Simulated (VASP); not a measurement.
# As (Pm-3m) in VASP: a series of runs

The runs below take As through single point, relaxation of cell and atoms, with PBE.

Program: VASP 6.6.1. These are calculated values, not measurements. Logs are shortened: lines on timing, memory, paths and dates and some standing lists are left out, and cuts for length are marked.

### 1 The cell of the first run

It takes space group Pm-3m (No. 221, cubic). Conventional cell: a = 2.729 Å, b = 2.729 Å, c = 2.729 Å, α = 90.00°, β = 90.00°, γ = 90.00°. As (site symmetry m-3m) has 6 As at 2.73 Å within 3.6 Å.

### 2 Single point, PBE

INCAR

```
SYSTEM = As
  ALGO = Normal
  EDIFF = 1E-6
  ENCUT = 520
  GGA = PE
  ISIF = 2
  ISMEAR = -1
  LASPH = .True.
  LCHARG = .False.
  LREAL = .False.
  LWAVE = .False.
  NBANDS = 8
  NELM = 100
  PREC = Accurate
  SIGMA = 0.05
```

KPOINTS

```
k-points
0
Gamma
  15 15 15
  0 0 0
```

POSCAR

```
As
1.0
    2.7290832520      0.0000000000      0.0000000000
    0.0000000000      2.7290832520      0.0000000000
    0.0000000000      0.0000000000      2.7290832520
As
1
Direct
    0.0000000000      0.0000000000      0.0000000000
```

Potentials or basis: VASP PAW PBE potentials, release 64 (As).

Launch:

```
$ cat potpaw_PBE.64/As/POTCAR > POTCAR
$ mpirun -np 1 vasp_std > vasp.out
```

OUTCAR:

```text
SYSTEM = As
   EDIFF = 1E-6
   ENCUT = 520
   GGA = PE
   ISIF = 2
   ISMEAR = -1
   LASPH = .True.
   LREAL = .False.
   NELM = 100
   PREC = Accurate

 ion  position               nearest neighbor table
   1  0.000  0.000  0.000-

  LATTYP: Found a simple cubic cell.
 ALAT       =     2.7290832520

  Lattice vectors:

 A1 = (   2.7290832520,   0.0000000000,   0.0000000000)
 A2 = (   0.0000000000,   2.7290832520,   0.0000000000)
 A3 = (   0.0000000000,   0.0000000000,   2.7290832520)

Analysis of symmetry for initial positions (statically):
=====================================================================
 Subroutine PRICEL returns:
 Original cell was already a primitive cell.

 Routine SETGRP: Setting up the symmetry group for a
 simple cubic supercell.

 Subroutine GETGRP returns: Found 48 space group operations
 (whereof 48 operations were pure point group operations)
 out of a pool of 48 trial point group operations.

The static configuration has the point symmetry O_h .

Analysis of symmetry for dynamics (positions and initial velocities):
=====================================================================
 Subroutine PRICEL returns:
 Original cell was already a primitive cell.

 Routine SETGRP: Setting up the symmetry group for a
 simple cubic supercell.

 Subroutine GETGRP returns: Found 48 space group operations
 (whereof 48 operations were pure point group operations)
 out of a pool of 48 trial point group operations.

The dynamic configuration has the point symmetry O_h .

 Subroutine INISYM returns: Found 48 space group operations
 (whereof 48 operations are pure point group operations),
 and found     1 'primitive' translations

----------------------------------------------------------------------------------------

                                     Primitive cell

  volume of cell :      20.3259

  direct lattice vectors                    reciprocal lattice vectors
     2.729083252  0.000000000  0.000000000     0.366423413  0.000000000  0.000000000
     0.000000000  2.729083252  0.000000000     0.000000000  0.366423413  0.000000000
     0.000000000  0.000000000  2.729083252     0.000000000  0.000000000  0.366423413

  length of vectors
     2.729083252  2.729083252  2.729083252     0.366423413  0.366423413  0.366423413

  position of ions in fractional coordinates (direct lattice)
     0.000000000  0.000000000  0.000000000

  ion indices of the primitive-cell ions
   primitive index   ion index
                 1           1

----------------------------------------------------------------------------------------

 KPOINTS: k-points

Automatic generation of k-mesh.
 Grid dimensions read from file:
 generate k-points for:   15   15   15

 Generating k-lattice:

  Cartesian coordinates                     Fractional coordinates (reciprocal lattice)
     0.024428228  0.000000000  0.000000000     0.066666667  0.000000000  0.000000000
     0.000000000  0.024428228  0.000000000     0.000000000  0.066666667  0.000000000
     0.000000000  0.000000000  0.024428228     0.000000000  0.000000000  0.066666667

  Length of vectors
     0.024428228  0.024428228  0.024428228

  Shift w.r.t. Gamma in fractional coordinates (k-lattice)
     0.000000000  0.000000000  0.000000000

 Subroutine IBZKPT returns following result:
 ===========================================

 Found    120 irreducible k-points:

 Following reciprocal coordinates:
            Coordinates               Weight
  0.000000  0.000000  0.000000      1.000000
  0.066667  0.000000  0.000000      6.000000
  0.133333  0.000000  0.000000      6.000000
  0.200000  0.000000  0.000000      6.000000
  0.266667  0.000000  0.000000      6.000000
  0.333333  0.000000  0.000000      6.000000
[... 16 lines left out ...]
  0.266667  0.200000  0.000000     24.000000
  0.333333  0.200000  0.000000     24.000000
 [... further k-points ...]
   k-points           NKPTS =    120   k-points in BZ     NKDIM =    120   number of bands    NBANDS=      8
   number of dos      NEDOS =    301   number of ions     NIONS =      1
   total plane-waves  NPLWV =   8000
   dimension x,y,z NGX =    20 NGY =   20 NGZ =   20
   dimension x,y,z NGXF=    40 NGYF=   40 NGZF=   40
   ions per type =               1
   NGX,Y,Z   is equivalent  to a cutoff of  12.18, 12.18, 12.18 a.u.
   NGXF,Y,Z  is equivalent  to a cutoff of  24.37, 24.37, 24.37 a.u.
 SYSTEM =  As
   PREC   = accura    normal or accurate (medium, high low for compatibility)
   ISTART =      0    job   : 0-new  1-cont  2-samecut
   ICHARG =      2    charge: 1-file 2-atom 10-const
   ISPIN  =      1    spin polarized calculation?
   LNONCOLLINEAR =      F non collinear calculations
   LSORBIT =      F    spin-orbit coupling
   LASPH  =      T    aspherical Exc in radial PAW
   ENCUT  =  520.0 eV  38.22 Ry    6.18 a.u.   5.07  5.07  5.07*2*pi/ulx,y,z
   NELM   =    100;   NELMIN=  2; NELMDL= -5     # of ELM steps
   EDIFF  = 0.1E-05   stopping-criterion for ELM
   LREAL  =      F    real-space projection
   EDIFFG = 0.1E-04   stopping-criterion for IOM
   NSW    =      0    number of steps for IOM
   IBRION =     -1    ionic relax: 0-MD 1-quasi-New 2-CG
   NFREE  =      0    steps in history (QN), initial steepest desc. (CG)
   ISIF   =      2    stress and relaxation
   ISYM   =      2    0-nonsym 1-usesym 2-fastsym
   POTIM  = 0.5000    time-step for ionic-motion
   TEBEG  =    0.0;   TEEND  =   0.0 temperature during run
   PSTRESS=    0.0 pullay stress
   NELECT =       5.0000    total number of electrons
   NUPDOWN=      -1.0000    fix difference up-down
   EMIN   =  10.00;   EMAX   =-10.00  energy-range for DOS
   EFERMI =   0.00;   METHOD = LEGACY
   ISMEAR =    -1;   SIGMA  =   0.05  broadening in eV -4-tet -1-fermi 0-gaus
   EFERMI_NEDOS =   21; number of points for ismear=-14 and -15
   IALGO  =     38    algorithm
   IMIX   =      4    mixing-type and parameters
     AMIX     =   0.40;   BMIX     =  1.00
     AMIX_MAG =   1.60;   BMIX_MAG =  1.00
  volume/ion in A,a.u.               =      20.33       137.17
  Fermi-wavevector in a.u.,A,eV,Ry     =   1.025765  1.938416 14.315978  1.052195
  Thomas-Fermi vector in A             =   2.159623
   LORBIT       =      0    0 simple, 1 ext, 2 COOP (PROOUT), +10 PAW based schemes
   GGA     = PE    functional components
   LHFCALC =     F    Hartree Fock is set to
   AEXX    =    0.0000 exact exchange contribution
   IVDW    =     0    specifies the selected vdW correction
   LEPSILON=     F    determine dielectric tensor
   LRPA    =     F    only Hartree local field effects (RPA)
 non-spin polarized calculation
  energy-cutoff  :      520.00
  volume of cell :       20.33
 maximum number of plane-waves:       558
   NGX = 11   NGY = 11   NGZ = 11

 number of electron       5.0000001 magnetization

 Free energy of the ion-electron system (eV)
  ---------------------------------------------------
  ext. energy  EPLUGINS =         0.00000000
  ---------------------------------------------------
  free energy    TOTEN  =        -4.55728135 eV

  energy without entropy =       -4.55301599  energy(sigma->0) =       -4.55514867

 E-fermi :   5.6493     XC(G=0): -10.3125

 val. band max:        5.6073797194   @ k =   0.2000   0.2000   0.0000
 cond. band min:       5.6547653181   @ k =   0.4000   0.2667   0.2000
 fundamental gap:      0.0473855987
 Fermi energy:         5.6493226580

 k-point     1 :       0.0000    0.0000    0.0000
  band No.  band energies     occupation
      1      -9.1139      2.00000
      2       9.6636      0.00000
      3       9.6636      0.00000
      4       9.6636      0.00000
      5      14.0891      0.00000
      6      14.0891      0.00000
      7      15.9296      0.00000
      8      30.1724      0.00000

 k-point     2 :       0.0667    0.0000    0.0000
  band No.  band energies     occupation
      1      -9.0342      2.00000
      2       8.6194      0.00000
      3       9.7334      0.00000
      4       9.7334      0.00000
      5      14.1609      0.00000
      6      14.8337      0.00000
      7      16.4440      0.00000
      8      28.8389      0.00000

 k-point     3 :       0.1333    0.0000    0.0000
  band No.  band energies     occupation
      1      -8.7970      2.00000
      2       6.6927      0.00000
      3       9.9387      0.00000
      4       9.9387      0.00000
      5      14.3743      0.00000
      6      15.5018      0.00000
      7      18.3293      0.00000
      8      26.8855      0.00000

 k-point     4 :       0.2000    0.0000    0.0000
  band No.  band energies     occupation
      1      -8.4089      2.00000
      2       4.6965      2.00000
      3      10.2649      0.00000
      4      10.2649      0.00000
      5      14.7215      0.00000
      6      15.9981      0.00000
      7      20.7699      0.00000
      8      25.0200      0.00000

 k-point     5 :       0.2667    0.0000    0.0000
  band No.  band energies     occupation
      1      -7.8856      2.00000
      2       2.8246      2.00000
      3      10.6838      0.00000
      4      10.6838      0.00000
      5      15.1854      0.00000
      6      16.5898      0.00000
      7      22.7757      0.00000
      8      23.3477      0.00000

 k-point     6 :       0.3333    0.0000    0.0000
  band No.  band energies     occupation
      1      -7.2622      2.00000
      2       1.1663      2.00000
      3      11.1446      0.00000
      4      11.1446      0.00000
      5      15.7290      0.00000
      6      17.3226      0.00000
      7      21.9390      0.00000
      8      21.9390      0.00000

 k-point     7 :       0.4000    0.0000    0.0000
  band No.  band energies     occupation
      1      -6.6232      2.00000
      2      -0.1714      2.00000
      3      11.5636      0.00000
      4      11.5636      0.00000
      5      16.2706      0.00000
      6      18.2030      0.00000
      7      20.8856      0.00000
      8      20.8856      0.00000

 k-point     8 :       0.4667    0.0000    0.0000
  band No.  band energies     occupation
      1      -6.1636      2.00000
      2      -0.9826      2.00000
      3      11.8237      0.00000
      4      11.8237      0.00000
      5      16.6443      0.00000
      6      19.2060      0.00000
      7      20.3074      0.00000
      8      20.3074      0.00000

 k-point     9 :       0.0667    0.0667    0.0000
  band No.  band energies     occupation
      1      -8.9545      2.00000
      2       8.5945      0.00000
      3       8.7935      0.00000
      4       9.8033      0.00000
      5      14.5436      0.00000
      6      15.4576      0.00000
      7      16.7528      0.00000
      8      27.5348      0.00000

 k-point    10 :       0.1333    0.0667    0.0000
  band No.  band energies     occupation
      1      -8.7173      2.00000
      2       6.7612      0.00000
      3       8.9172      0.00000
      4      10.0084      0.00000
      5      14.8328      0.00000
      6      16.2552      0.00000
      7      18.3956      0.00000
      8      25.5968      0.00000
[... 78 lines left out ...]
 k-point    18 :       0.2667    0.1333    0.0000
  band No.  band energies     occupation
      1      -7.5685      2.00000
      2       3.1193      2.00000
      3       7.8196      0.00000
      4      10.9554      0.00000
      5      16.0921      0.00000
      6      18.3806      0.00000
      7      20.4762      0.00000
      8      23.6128      0.00000

 k-point    19 :       0.3333    0.1333    0.0000
  band No.  band energies     occupation
      1      -6.9448      2.00000
      2       1.4650      2.00000
      3       8.3420      0.00000
      4      11.4142      0.00000
      5      16.5715      0.00000
      6      17.5945      0.00000
      7      20.6050      0.00000
      8      22.2150      0.00000

 k-point    20 :       0.4000    0.1333    0.0000
  band No.  band energies     occupation
      1      -6.3050      2.00000
      2       0.1287      2.00000
      3       8.8412      0.00000
      4      11.8309      0.00000
      5      16.2485      0.00000
      6      17.6043      0.00000
      7      20.9856      0.00000
      8      21.1681      0.00000

 k-point    21 :       0.4667    0.1333    0.0000
  band No.  band energies     occupation
      1      -5.8446      2.00000
      2      -0.6825      2.00000
      3       9.1679      0.00000
      4      12.0892      0.00000
      5      15.7175      0.00000
      6      18.0537      0.00000
      7      20.5937      0.00000
      8      21.1376      0.00000

 k-point    22 :       0.2000    0.2000    0.0000
  band No.  band energies     occupation
      1      -7.7038      2.00000
      2       5.1148      1.99995
      3       5.6074      1.39645
      4      10.8619      0.00000
      5      15.9665      0.00000
      6      18.6826      0.00000
      7      21.3048      0.00000
      8      22.6346      0.00000

 k-point    23 :       0.2667    0.2000    0.0000
  band No.  band energies     occupation
      1      -7.1800      2.00000
      2       3.4669      2.00000
      3       5.8630      0.02749
      4      11.2771      0.00000
      5      16.1953      0.00000
      6      17.4848      0.00000
      7      22.2685      0.00000
      8      23.9188      0.00000

 k-point    24 :       0.3333    0.2000    0.0000
  band No.  band energies     occupation
      1      -6.5556      2.00000
      2       1.8241      2.00000
      3       6.3919      0.00000
      4      11.7330      0.00000
      5      15.3886      0.00000
      6      17.5012      0.00000
      7      22.5470      0.00000
      8      22.6400      0.00000

 [... further k-points ...]

------------------------ aborting loop because EDIFF is reached ----------------------------------------

  FORCE on cell =-STRESS in cart. coord.  units (eV):
  Direction    XX          YY          ZZ          XY          YZ          ZX
  --------------------------------------------------------------------------------------
  -------------------------------------------------------------------------------------
  Total        0.0190802      0.0190802      0.0190802     -0.0000000     -0.0000000      0.0000000
  in kB        1.5039802      1.5039802      1.5039802     -0.0000000     -0.0000000      0.0000000
  external PRESSURE =       1.5039802 kB  Pullay stress =       0.0000000 kB

 VOLUME and BASIS-vectors are now :
 -----------------------------------------------------------------------------
  energy-cutoff  :      520.00
  volume of cell :       20.33
      direct lattice vectors                 reciprocal lattice vectors
     2.729083252  0.000000000  0.000000000     0.366423413  0.000000000  0.000000000
     0.000000000  2.729083252  0.000000000     0.000000000  0.366423413  0.000000000
     0.000000000  0.000000000  2.729083252     0.000000000  0.000000000  0.366423413

 POSITION                                       TOTAL-FORCE (eV/Angst)
 -----------------------------------------------------------------------------------
      0.00000      0.00000      0.00000         0.000000      0.000000      0.000000
 -----------------------------------------------------------------------------------
    total drift:                               -0.000000     -0.000000      0.000000

  FREE ENERGIE OF THE ION-ELECTRON SYSTEM (eV)
  ---------------------------------------------------
  free  energy   TOTEN  =        -4.5572813530 eV

  energy  without entropy=       -4.5530159869  energy(sigma->0) =       -4.55514867
```

Wall time 11 s (1 thread of AMD EPYC 9R45 (Zen 5), shared host); peak memory 0.1 GiB.

Results:

```
Free energy : -4.5573 eV
Pressure    : 0.2 GPa
```

### 3 Relaxation of cell and atoms, PBE

INCAR

```
SYSTEM = As
PREC = Accurate ; ENCUT = 600
EDIFF = 1E-7 ; ISMEAR = -1
SIGMA = 0.05 ; LREAL = .False.
LASPH = .True. ; NELM = 80
ALGO = Normal ; ISIF = 3
LWAVE = .False. ; LCHARG = .False.
GGA = PE ; IBRION = 2
NSW = 45 ; EDIFFG = -0.005
```

KPOINTS

```
Automatic mesh
0
Gamma
  15 15 15
  0 0 0
```

POSCAR is that of step 2.

Potentials or basis: VASP PAW PBE potentials, release 64 (As).

Launch:

```
$ cat potpaw_PBE.64/As/POTCAR > POTCAR
$ mpirun -np 1 vasp_std > vasp.out
```

It took 22 s on 1 thread of AMD EPYC 9R45 (Zen 5), shared host; peak memory 0.12 GiB.

It converged, with:

```
Free energy                            : -4.5573 eV
Relaxed volume                         : 20.36 Å³/atom
Relaxed cell                           : a = 2.731 Å, b = 2.731 Å, c = 2.731 Å, α = 90.00°, β = 90.00°, γ = 90.00°
Space group after relaxing (to 0.05 Å) : Pm-3m (No. 221)
Energy gained by relaxing              : 0.0 meV/atom
Ionic steps                            : 3
Pressure after relaxing                : 0.0 GPa
```

Final structure:
```
CELL_PARAMETERS angstrom
2.73071 0.00000 0.00000
0.00000 2.73071 0.00000
0.00000 0.00000 2.73071
ATOMIC_POSITIONS crystal
As 0.00000 0.00000 0.00000
```

Levels at points of the mesh, in eV from the Fermi level:
```tsv
k point	band 1	band 2	band 3	band 4	band 5
(0.00, 0.00, 0.00)	-14.75	4.01	4.01	4.01	8.44
```

### 4 Relaxation of cell and atoms, PBE

This run uses another cell than the first one, of 20.52 Å³/atom, 1.010 times its volume.

INCAR

```
SYSTEM = As
ALGO = Normal ; EDIFF = 1E-6
EDIFFG = -0.005 ; ENCUT = 600
GGA = PE ; IBRION = 2
ISIF = 3 ; ISMEAR = -1
LASPH = .TRUE. ; LCHARG = .FALSE.
LREAL = .FALSE. ; LWAVE = .FALSE.
NELM = 60 ; NSW = 60
PREC = Accurate ; SIGMA = 0.05
```

KPOINTS

```
k-points
0
G
  15 15 15
  0 0 0
```

POSCAR

```
As
1.0
    2.7377415812      0.0000000000      0.0000000000
    0.0000000000      2.7377415812      0.0000000000
    0.0000000000      0.0000000000      2.7377415812
As
1
Direct
    0.0000000000      0.0000000000      0.0000000000
```

Launch:

```
$ cat potpaw_PBE.64/As/POTCAR > POTCAR
$ mpirun -np 1 vasp_std > vasp.out
```

It took 20 s on 1 thread of AMD EPYC 9R45 (Zen 5), shared host; peak memory 0.12 GiB.

It converged, with:

| Property | Result |
| --- | --- |
| Free energy | -4.5573 eV |
| Relaxed volume | 20.36 Å³/atom |
| Relaxed cell | a = 2.731 Å, b = 2.731 Å, c = 2.731 Å, α = 90.00°, β = 90.00°, γ = 90.00° |
| Space group after relaxing (to 0.05 Å) | Pm-3m (No. 221) |
| Energy gained by relaxing | 0.3 meV/atom |
| Ionic steps | 3 |
| Pressure after relaxing | 0.0 GPa |

The path:
```tsv
step	energy change (eV)	largest force (eV/Å)	pressure (GPa)	volume (Å³)
1	0.0000	0.0000	-0.59	20.52
2	-0.0002	0.0000	0.27	20.29
3	-0.0003	0.0000	0.01	20.36
```

Final structure:
```xyz
1
Lattice="2.7307 0.0000 0.0000 0.0000 2.7307 0.0000 0.0000 0.0000 2.7307" Properties=species:S:1:pos:R:3 pbc="T T T"
As    0.0000    0.0000    0.0000
```

Levels at points of the mesh, in eV from the Fermi level:
```tsv
k point	band 1	band 2	band 3	band 4	band 5	band 6
(0.00, 0.00, 0.00)	-14.75	4.01	4.01	4.01	8.44	8.44
```

### 5 Summary

| task | cell | cutoff (eV) | gap on the mesh (eV) | pressure (GPa) | relaxed volume (Å³/atom) |
| --- | --- | --- | --- | --- | --- |
| single point | a = 2.729 Å, 1 atom | 520 | none | 0.2 | - |
| relaxation of cell and atoms | relaxed from a = 2.729 Å, 1 atom | 600 | none | 0.0 | 20.36 |
| relaxation of cell and atoms | relaxed from a = 2.738 Å, 1 atom | 600 | none | 0.0 | 20.36 |

Alike in all rows: level PBE; potentials or basis VASP PAW PBE potentials, release 64 (As); no spin polarisation; k mesh 15 × 15 × 15; smearing fermi-dirac 0.05 eV.

Total energies depend on the potentials used, so only differences within one code and one set of settings carry meaning.
